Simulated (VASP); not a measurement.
# H4CSO2: single point with PBEsol

H4CSO2:

```
CELL_PARAMETERS angstrom
6.65843 0.00000 0.00000
0.00000 6.65843 0.00000
0.00000 0.00000 6.65843
ATOMIC_POSITIONS crystal
S 0.61028 0.90158 0.56839
S 0.24148 0.76910 0.89144
S 0.35044 0.48614 0.37995
H 0.49632 0.83846 0.74187
H 0.76936 0.97461 0.66690
H 0.17258 0.90814 0.03445
H 0.11702 0.85266 0.73908
H 0.16038 0.54349 0.30126
H 0.39566 0.40956 0.19743
H 0.92126 0.17459 0.60807
H 0.24561 0.02735 0.34574
H 0.57927 0.69805 0.27984
H 0.91723 0.74593 0.03246
H 0.65033 0.19676 0.09859
H 0.45051 0.34260 0.76447
O 0.05850 0.10528 0.57918
O 0.96193 0.12303 0.25560
O 0.65002 0.75491 0.15800
O 0.91792 0.62105 0.31584
O 0.53585 0.23500 0.01698
O 0.75447 0.30202 0.78120
C 0.08482 0.07979 0.37992
C 0.83864 0.70533 0.17195
C 0.58221 0.29803 0.83601
```

- Program: VASP 6.6.1
- Task: single point
- Functional: PBEsol
- Potentials or basis: VASP PAW PBE potentials, release 64 (S, H_h, O_h, C_h)
- Cutoff: 1000 eV
- k mesh: 1 × 1 × 1
- Occupations: fermi-dirac, width 0.02 eV
- Spin: no spin polarisation

```yaml
Pressure: 1.8 GPa
Largest_force: 2.632 eV/Å
```

Forces on the atoms (eV/Å):
```
S   -0.935 -0.424  0.529
S   -1.137  0.731  0.067
S   -0.697  0.295 -0.162
H    0.585  0.545 -0.714
H   -0.003 -0.151  0.358
H    0.471 -0.527 -0.845
H    0.823 -0.343  0.907
H    0.343  0.026  0.630
H    0.213 -0.218  0.002
H    1.257 -0.216 -0.232
H   -0.822  0.010  0.358
H   -0.339  0.141  0.001
H    0.301 -0.009 -0.137
H    0.954 -0.271  0.130
H   -1.860  0.777 -1.693
O   -0.881  0.313 -0.361
O   -0.656 -0.163 -0.993
O   -0.445 -0.301  0.073
O   -0.318  0.339 -0.739
O   -1.557 -0.268  0.941
O    1.000  0.331 -0.994
C    1.172  0.556  1.152
C    0.506 -0.448  0.240
C    2.027 -0.729  1.482
```

Stress tensor (GPa, compression positive):
```
 2.85  1.27 -0.73
 1.27  0.87 -0.37
-0.73 -0.37  1.76
```

Levels at points of the mesh, in eV from the Fermi level:
| k point | band 37 | band 38 | band 39 | band 40 | band 41 | band 42 |
| --- | --- | --- | --- | --- | --- | --- |
| (0.00, 0.00, 0.00) | -1.17 | -1.06 | -0.56 | 3.10 | 3.44 | 3.68 |

Run time: 90 s on 1 thread of Intel(R) Xeon(R) Platinum 8488C (Sapphire Rapids) (shared host), peak memory 0.69 GiB.

Caveat: the k points lie up to 0.94 Å⁻¹ apart, too coarse for converged energies, forces and pressures; the PAW data sets were made with another functional, which shifts forces and pressure a little.
